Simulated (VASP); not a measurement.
Input of a VASP 6.6.1 run:

The input INCAR:

```
PREC = Accurate
ENCUT = 520
EDIFF = 1E-7
ISMEAR = 0
SIGMA = 0.1
LREAL = False
LASPH = True
NELM = 60
ALGO = Normal
ISIF = 2
LWAVE = False
LCHARG = False
GGA = PE
NBANDS = 11
```

The input KPOINTS:

```
Automatic mesh
0
Gamma
  6 6 6
```

Contents of POSCAR:

```
SiC
1.0
    1.3528100700      0.7810452600      4.4182591900
   -1.3528100700      0.7810452600      4.4182591900
    0.0000000000     -1.5620905200      4.4182591900
Si C
1 1
Direct
    0.0000000000      0.0000000000      0.0000000000
    0.5000000000      0.5000000000      0.5000000000
```

Potentials or basis: VASP PAW PBE potentials, release 64 (Si, C).

The run is started by

```console
$ cat potpaw_PBE.64/Si/POTCAR potpaw_PBE.64/C/POTCAR > POTCAR
$ mpirun -np 1 vasp_std > vasp.out
```

**Question.** What does it give for the pressure?

**Answer.** -18.5 GPa.

**Question.** Estimate the band gap on the k mesh.

**Answer.** Zero (band 4 reaches 9.39 eV, above the bottom of band 5 at 3.81 eV).

Stress tensor (GPa, compression positive):
```
-12.50   0.00   0.00
  0.00 -12.50   0.00
  0.00   0.00 -30.36
```

Caveat: the k points lie up to 0.45 Å⁻¹ apart.
